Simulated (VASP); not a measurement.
A run of VASP 6.6.1 is set up as follows.

File INCAR:

```
PREC     = Accurate       # precision mode
ENCUT    = 520            # plane-wave cutoff, eV
EDIFF    = 1E-6           # SCF threshold, eV
ISMEAR   = 0              # smearing method
SIGMA    = 0.1            # smearing width, eV
LREAL    = F              # projectors in reciprocal space
LASPH    = T              # aspherical terms in the spheres
NELM     = 150            # most SCF steps
ALGO     = Normal         # electronic algorithm
ISIF     = 2              # what is computed and relaxed
LWAVE    = F              # write WAVECAR
LCHARG   = F              # write CHGCAR
ISPIN    = 2              # spin polarisation
MAGMOM   = 0 0 3.5 3.5 3.5 # initial moments
LORBIT   = 11             # projections on sites
LMAXMIX  = 4              # l up to which the mixer works
GGA      = PE             # functional
NBANDS   = 33             # bands
```

The input KPOINTS:

```
Automatic mesh
0
Gamma
  10 10 10
```

The input POSCAR:

```
Co3AuC
1.0
    3.8416806355      0.0000000000      0.0000000000
    0.0000000000      3.8416806355      0.0000000000
    0.0000000000      0.0000000000      3.8416806355
Au C Co
1 1 3
Direct
    0.0000000000      0.0000000000      0.0000000000
    0.5000000000      0.5000000000      0.5000000000
    0.5000000000      0.5000000000      0.0000000000
    0.5000000000      0.0000000000      0.5000000000
    0.0000000000      0.5000000000      0.5000000000
```

Potentials or basis: VASP PAW PBE potentials, release 64 (Au, C, Co).

Launch:

```bash
$ cat potpaw_PBE.64/Au/POTCAR potpaw_PBE.64/C/POTCAR potpaw_PBE.64/Co/POTCAR > POTCAR
$ mpirun -np 1 vasp_std > vasp.out
```

(1) Estimate the site moments.

(2) What does it give for the net moment?

(3) Estimate the pressure.

Results:

(1) Au +0.08; C -0.03; Co +1.36 μB.

(2) 4.08 μB per cell.

(3) -0.3 GPa.
